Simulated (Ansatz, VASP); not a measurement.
## Pd in VASP and in Ansatz

```
CELL_PARAMETERS angstrom
0.00000 1.95912 1.95912
1.95912 0.00000 1.95912
1.95912 1.95912 0.00000
ATOMIC_POSITIONS crystal
Pd 0.00000 0.00000 0.00000
```

Change from the starting cell: volume scaled by 0.98.

Alike in both runs: task single point; functional PBE; k mesh 19 × 19 × 19; occupations fermi-dirac, width 0.08 eV; no spin polarisation.

|  | VASP | Ansatz |
| --- | --- | --- |
| version | VASP 6.6.1 | Ansatz 0.2.0 |
| potentials or method | VASP PAW PBE potentials, release 64 (Pd), cutoff 520 eV | all-electron LAPW, scalar-relativistic |

Ansatz gave:

| Item | Value |
| --- | --- |
| pressure (GPa) | 3.5 |

Question: What did VASP give for the same quantities?

Answer: Pressure (GPa): 3.3.

Ansatz ran all-electron here, and VASP with PAW potentials.
